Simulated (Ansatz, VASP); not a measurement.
**One calculation of SiC, two programs**

Contents of INCAR:

```
PREC     = Accurate       # precision mode
ENCUT    = 520            # plane-wave cutoff, eV
EDIFF    = 1E-7           # SCF threshold, eV
ISMEAR   = 0              # smearing method
SIGMA    = 0.05           # smearing width, eV
LREAL    = F              # projectors in reciprocal space
LASPH    = T              # aspherical terms in the spheres
NELM     = 60             # most SCF steps
ALGO     = Normal         # electronic algorithm
ISIF     = 2              # what is computed and relaxed
LWAVE    = F              # write WAVECAR
LCHARG   = F              # write CHGCAR
GGA      = PE             # functional
NBANDS   = 11             # bands
```

The input KPOINTS:

```
Automatic mesh
0
Gamma
  18 18 18
```

POSCAR

```
SiC
1.0
    0.0000000000      2.0285349359      2.0285349359
    2.0285349359      0.0000000000      2.0285349359
    2.0285349359      2.0285349359      0.0000000000
C Si
1 1
Direct
    0.0000000000      0.0000000000      0.0000000000
    0.5000000000      0.5000000000      0.5000000000
```

Input for Ansatz:

```yaml
crystal:
  lattice:
    - [0.0, 2.0285349359, 2.0285349359]
    - [2.0285349359, 0.0, 2.0285349359]
    - [2.0285349359, 2.0285349359, 0.0]
  atoms:
    - { symbol: C, position: [0.0, 0.0, 0.0] }
    - { symbol: Si, position: [0.5, 0.5, 0.5] }
basis:
  ecutwfc: 420
  ecutrho_ratio: 4
kpoints:
  mp_grid: { grid: [18, 18, 18] }
hamiltonian:
  xc: pbe
scf:
  occupations: { method: gaussian, width: 0.05 }
output:
  forces: true
  stress: true
  eigenvalues: true
```

Alike in both runs: task single point; functional PBE; k mesh 18 × 18 × 18; occupations gaussian, width 0.05 eV; no spin polarisation.

|  | VASP | Ansatz |
| --- | --- | --- |
| version | VASP 6.6.1 | Ansatz 0.2.0 |
| potentials or method | VASP PAW PBE potentials, release 64 (C, Si), cutoff 520 eV | scalar-relativistic, plane waves, PAW |
| valence electrons in the cell | 8 | 8 |

Ansatz gave:

| Property | Result |
| --- | --- |
| gap on the k mesh at the Fermi level (eV) | none |
| pressure (GPa) | 0.0 |

Q: Which values does VASP return?

A: gap on the k mesh at the Fermi level (eV): none; pressure (GPa): 0.2.

A gap of «none» marks a metal or a gap that the smearing closes.
